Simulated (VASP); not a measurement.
Wanted: the native input for a VASP 6.6.1 run.

```yaml
Task: single point
Functional: PBEsol
Potentials_or_basis: VASP PAW PBE potentials, release 64 (Hg, Zr_sv, S)
Cutoff: 520 eV
k_mesh: 8 × 8 × 8
Occupations: fermi-dirac, width 0.15 eV
Spin: no spin polarisation
Dipole_correction: no
Further_INCAR_settings: ALGO = Normal; EDIFF = 1e-06; NBANDS = 29
```

The structure of ZrHgS3 lies in POSCAR:

```
ZrHgS3
1.0
    4.8562000000      0.0000000000      0.0000000000
    0.0000000000      4.8562000000      0.0000000000
    0.0000000000      0.0000000000      4.8562000000
Hg Zr S
1 1 3
Direct
    0.0000000000      0.0000000000      0.0000000000
    0.5000000000      0.5000000000      0.5000000000
    0.5000000000      0.5000000000      0.0000000000
    0.5000000000      0.0000000000      0.5000000000
    0.0000000000      0.5000000000      0.5000000000
```

The input as run:

INCAR

```
PREC = Accurate ; ENCUT = 520
EDIFF = 1E-6 ; ISMEAR = -1
SIGMA = 0.15 ; LREAL = False
LASPH = True ; NELM = 100
ALGO = Normal ; ISIF = 2
LWAVE = False ; LCHARG = True
GGA = PS ; LELF = True
LVHAR = True ; NBANDS = 29
```

KPOINTS

```
Automatic mesh
0
Gamma
  8 8 8
```

Potentials or basis: VASP PAW PBE potentials, release 64 (Hg, Zr_sv, S).

Command:

```bash
$ cat potpaw_PBE.64/Hg/POTCAR potpaw_PBE.64/Zr_sv/POTCAR potpaw_PBE.64/S/POTCAR > POTCAR
$ mpirun -np 1 vasp_std > vasp.out
```

Results of the run:

```
Pressure               : 4.3 GPa
Band gap on the k mesh : zero (bands 21 and 22 overlap by 0.89 eV)
```

Caveat: the cell stands under pressure; the PAW data sets were made with another functional, which shifts forces and pressure a little; spin-orbit coupling is left out, which moves the levels of the heavy elements.

Wall time 40 s on 1 thread of Intel(R) Xeon(R) 6975P-C (Granite Rapids) (shared host), peak memory 0.28 GiB.
